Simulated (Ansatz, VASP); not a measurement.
**Two plane-wave programs on Be**

INCAR

```
SYSTEM = Be
  PREC = Accurate
  ENCUT = 520
  EDIFF = 1E-7
  ISMEAR = 0
  SIGMA = 0.1
  LREAL = .FALSE.
  LASPH = .TRUE.
  NELM = 60
  ALGO = Normal
  ISIF = 2
  LWAVE = .FALSE.
  LCHARG = .FALSE.
  GGA = PE
  NBANDS = 10
```

KPOINTS

```
regular mesh
0
G
  12 12 16
  0 0 0
```

The input POSCAR:

```
Be
1.0
    4.8445683319      0.0000000000      0.0000000000
   -2.4222841659      4.1955192458      0.0000000000
    0.0000000000      0.0000000000      2.6565754626
Be
3
Direct
    0.0000000000      0.6799356637      0.0000000000
    0.3200643363      0.3200643363      0.0000000000
    0.6799356637      0.0000000000      0.0000000000
```

Input for Ansatz:

```yaml
crystal:
  lattice:
    - [4.8445683319, 0.0, 0.0]
    - [-2.4222841659, 4.1955192458, 0.0]
    - [0.0, 0.0, 2.6565754626]
  atoms:
    - { symbol: Be, position: [0.0, 0.6799356637, 0.0] }
    - { symbol: Be, position: [0.3200643363, 0.3200643363, 0.0] }
    - { symbol: Be, position: [0.6799356637, 0.0, 0.0] }
basis:
  ecutwfc: 420
kpoints:
  mp_grid: { grid: [12, 12, 16] }
hamiltonian:
  xc: pbe
scf:
  occupations: { method: gaussian, width: 0.1 }
output:
  forces: true
  stress: true
  eigenvalues: true
```

Alike in both runs: task single point; functional PBE; k mesh 12 × 12 × 16; occupations gaussian, width 0.1 eV; no spin polarisation.

|  | VASP | Ansatz |
| --- | --- | --- |
| version | VASP 6.6.1 | Ansatz 0.2.0 |
| potentials or method | VASP PAW PBE potentials, release 64 (Be), cutoff 520 eV | scalar-relativistic, plane waves, PAW |
| valence electrons in the cell | 6 | 6 |

|  | VASP | Ansatz | Ansatz less VASP |
| --- | --- | --- | --- |
| gap on the k mesh at the Fermi level (eV) | none | none | - |
| pressure (GPa) | -18.7 | -18.7 | 0.00 |
| traceless stress, the component that is largest in VASP (GPa) | 7.21 | 7.21 | +0.003 |
| rms of the force components (eV/Å) | 0.036 | 0.037 | +0.0003 |

Atom by atom the forces differ by 0.000 eV/Å (rms over components). A gap of «none» marks a metal or a gap that the smearing closes. With one functional, cell and mesh, what is left measures potentials, basis and numerics.
